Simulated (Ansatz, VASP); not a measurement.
**Two plane-wave programs on ZrIn2Se3**

```
Zr In Se
1.0
     3.51613    0.00000    0.00000
     0.00000    3.51613    0.00000
     0.00000    0.00000   11.24569
Zr In Se
1 2 3
Direct
  0.50000 0.50000 0.00000
  0.50000 0.50000 0.34108
  0.50000 0.50000 0.65892
  0.00000 0.00000 0.86459
  0.00000 0.00000 0.13541
  0.00000 0.00000 0.50000
```

Change from the starting cell: species swapped into the Li3Tl2Cd type (P4/mmm, No. 123).

Alike in both runs: task relaxation of cell and atoms; functional PBE; k mesh 10 × 10 × 4; occupations gaussian, width 0.1 eV; no spin polarisation.

|  | VASP | Ansatz |
| --- | --- | --- |
| version | VASP 6.6.1 | Ansatz 0.2.0 |
| potentials or method | VASP PAW PBE potentials, release 64 (Zr_sv, In_d, Se), cutoff 600 eV | scalar-relativistic, plane waves, PAW |
| valence electrons in the cell | 56 | 86 |

```tsv
	VASP	Ansatz	Ansatz less VASP
gap on the k mesh at the Fermi level, each at its own relaxed structure (eV)	none	none	-
relaxed volume (Å³/atom)	23.17	23.17	-0.004
relaxed cell length with the largest relative difference (Å)	11.237	11.235	-0.0018
```

A gap of «none» marks a metal or a gap that the smearing closes. VASP's potentials hold 56 valence electrons a cell and Ansatz's 86, so a difference there can come from the potentials and not from the codes.
